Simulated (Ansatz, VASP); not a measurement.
## BiTe in VASP and in Ansatz

```xyz
2
Lattice="0.0000 3.1913 3.1913 3.1913 0.0000 3.1913 3.1913 3.1913 0.0000" Properties=species:S:1:pos:R:3 pbc="T T T"
Bi    0.0000    0.0000    0.0000
Te    3.1913    3.1913    3.1913
```

Change from the starting cell: volume scaled by 0.96.

Alike in both runs: task single point; functional PBE exchange alone; k mesh 5 × 5 × 5; occupations fermi-dirac, width 0.05 eV; non-collinear spin, spin-orbit coupling.

|  | VASP | Ansatz |
| --- | --- | --- |
| version | VASP 6.6.1 | Ansatz 0.2.0 |
| potentials or method | VASP PAW PBE potentials, release 64 (Bi_d, Te), cutoff 520 eV | all-electron LAPW, relativistic spinors |

Ansatz gave:

```
pressure (GPa)           : 14.3
net moment per atom (μB) : 0.00
```

Problem. Which values does VASP return?

Solution. Pressure (GPa): 14.1; net moment per atom (μB): 0.00.

VASP's potentials were made for PBE, not for PBE exchange alone. Ansatz ran all-electron here, and VASP with PAW potentials.

Noted on Ansatz's run: the k mesh is thin for a metal, which can move the energy by tens of meV per atom.
